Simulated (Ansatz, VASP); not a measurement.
# InSb in VASP and in Ansatz

The input POSCAR:

```
InSb
1.0
    0.0000000000      3.2787290795      3.2787290795
    3.2787290795      0.0000000000      3.2787290795
    3.2787290795      3.2787290795      0.0000000000
In Sb
1 1
Direct
    0.0000000000      0.0000000000      0.0000000000
    0.7500000000      0.7500000000      0.7500000000
```

INCAR.step1

```
SYSTEM = InSb
PREC     = Accurate       ! precision mode
ENCUT    = 600            ! plane-wave cutoff, eV
ISMEAR   = -1             ! smearing method
SIGMA    = 0.15           ! smearing width, eV
LREAL    = .False.        ! projectors in reciprocal space
LASPH    = .True.         ! aspherical terms in the spheres
NELM     = 60             ! most SCF steps
GGA      = PE             ! functional
ALGO     = Normal         ! electronic algorithm
EDIFF    = 1E-4           ! SCF threshold, eV
LWAVE    = .True.         ! write WAVECAR
LCHARG   = .False.        ! write CHGCAR
```

INCAR.step2

```
SYSTEM = InSb
PREC     = Accurate       ! precision mode
ENCUT    = 600            ! plane-wave cutoff, eV
EDIFF    = 1E-6           ! SCF threshold, eV
ISMEAR   = -1             ! smearing method
SIGMA    = 0.15           ! smearing width, eV
LREAL    = .False.        ! projectors in reciprocal space
LASPH    = .True.         ! aspherical terms in the spheres
NELM     = 60             ! most SCF steps
ALGO     = Normal         ! electronic algorithm
ISIF     = 3              ! what is computed and relaxed
LWAVE    = .False.        ! write WAVECAR
LCHARG   = .False.        ! write CHGCAR
METAGGA  = R2SCAN         ! meta-GGA
LMIXTAU  = .True.       
IBRION   = 2              ! ionic algorithm
NSW      = 80             ! ionic steps
EDIFFG   = -0.001         ! ionic threshold
ISTART   = 1
```

File KPOINTS:

```
Automatic mesh
0
Gamma
  14 14 14
  0 0 0
```

Input for Ansatz:

```yaml
crystal:
  lattice:
    - [0.0, 3.2787290795, 3.2787290795]
    - [3.2787290795, 0.0, 3.2787290795]
    - [3.2787290795, 3.2787290795, 0.0]
  atoms:
    - { symbol: In, position: [0.0, 0.0, 0.0] }
    - { symbol: Sb, position: [0.75, 0.75, 0.75] }
basis:
  ecutwfc: 600.0
kpoints:
  mp_grid: { grid: [14, 14, 14] }
hamiltonian:
  xc: r2scan
  pseudopotentials: { kind: paw, azcp: { folder: soft_1 } }
scf:
  occupations: { method: fermi_dirac, width: 0.15 }
output:
  forces: true
  stress: true
  eigenvalues: true
relax:
  adjacent_minimum: "off"
  f_tol: 0.001
  max_steps: 60
  cell: { stress_tol: 0.01 }
```

Alike in both runs: task relaxation of cell and atoms; functional r2SCAN; k mesh 14 × 14 × 14; occupations fermi-dirac, width 0.15 eV; no spin polarisation.

|  | VASP | Ansatz |
| --- | --- | --- |
| version | VASP 6.6.1 | Ansatz 0.2.0 |
| potentials or method | VASP PAW PBE potentials, release 64 (In_d, Sb), cutoff 600 eV | scalar-relativistic, plane waves, PAW |
| valence electrons in the cell | 18 | 28 |

VASP gave:

```
relaxed volume (Å³/atom)                                                      : 35.25
relaxed length of the cell vector where the two differ most in proportion (Å) : 4.637
```

Question: What did Ansatz give for the same quantities?

Answer: Relaxed volume (Å³/atom): 35.26; relaxed length of the cell vector where the two differ most in proportion (Å): 4.638.

VASP's potentials were made for PBE, not for r2SCAN. VASP's potentials hold 18 valence electrons a cell and Ansatz's 28, so a difference there can come from the potentials and not from the codes.

Neither program's run includes spin-orbit coupling. Noted on VASP's run: the relaxation stopped at its first step, so nothing moved.
